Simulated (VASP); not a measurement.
A run of VASP 6.6.1:

Contents of INCAR:

```
SYSTEM = MnAs
PREC = Accurate
ENCUT = 520
EDIFF = 1E-6
ISMEAR = 0
SIGMA = 0.05
LREAL = .False.
LASPH = .True.
NELM = 150
ALGO = Normal
ISIF = 2
LWAVE = .False.
LCHARG = .False.
ISPIN = 2
MAGMOM = 0.5 0
LORBIT = 11
LMAXMIX = 4
GGA = PE
NBANDS = 20
```

Contents of KPOINTS:

```
Automatic mesh
0
Gamma
  12 12 12
  0 0 0
```

File POSCAR:

```
MnAs
1.0
    0.0000000000      2.8299541856      2.8299541856
    2.8299541856      0.0000000000      2.8299541856
    2.8299541856      2.8299541856      0.0000000000
Mn As
1 1
Direct
    0.0000000000      0.0000000000      0.0000000000
    0.2500000000      0.2500000000      0.2500000000
```

Potentials or basis: VASP PAW PBE potentials, release 64 (Mn_pv, As).

Launch:

```sh
$ cat potpaw_PBE.64/Mn_pv/POTCAR potpaw_PBE.64/As/POTCAR > POTCAR
$ mpirun -np 1 vasp_std > vasp.out
```

Hardware: 1 thread of Intel Xeon 6975P-C, with other jobs on the host.

Q: Estimate the wall time of this run.

A: It took 6.2 min on 1 thread of Intel Xeon 6975P-C, with other jobs on the host, peak memory 0.27 GiB. Counts: scf iterations 46, k points 72.
